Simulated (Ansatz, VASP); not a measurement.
As in VASP and in Ansatz

```
CELL_PARAMETERS angstrom
4.05079 0.00000 0.00000
-2.02539 3.50809 0.00000
0.00000 0.00000 3.21724
ATOMIC_POSITIONS crystal
As 0.66667 0.33333 0.44787
As 0.33333 0.66667 0.55213
```

Alike in both runs: task relaxation of cell and atoms; functional PBE; k mesh 6 × 6 × 6; occupations gaussian, width 0.1 eV; no spin polarisation.

|  | VASP | Ansatz |
| --- | --- | --- |
| version | VASP 6.6.1 | Ansatz 0.2.0 |
| potentials or method | VASP PAW PBE potentials, release 64 (As), cutoff 600 eV | scalar-relativistic, plane waves, PAW |
| valence electrons in the cell | 10 | 30 |

VASP gave:

| Property | Result |
| --- | --- |
| gap on the k mesh at the Fermi level, each at its own relaxed structure (eV) | none |
| relaxed volume (Å³/atom) | 25.74 |
| relaxed cell length with the largest relative difference (Å) | 4.674 |

Task: Estimate Ansatz's values.

Result: gap on the k mesh at the Fermi level, each at its own relaxed structure (eV): none; relaxed volume (Å³/atom): 25.73; relaxed cell length with the largest relative difference (Å): 4.673.

A gap of «none» marks a metal or a gap that the smearing closes. VASP's potentials hold 10 valence electrons a cell and Ansatz's 30, so a difference there can come from the potentials and not from the codes.
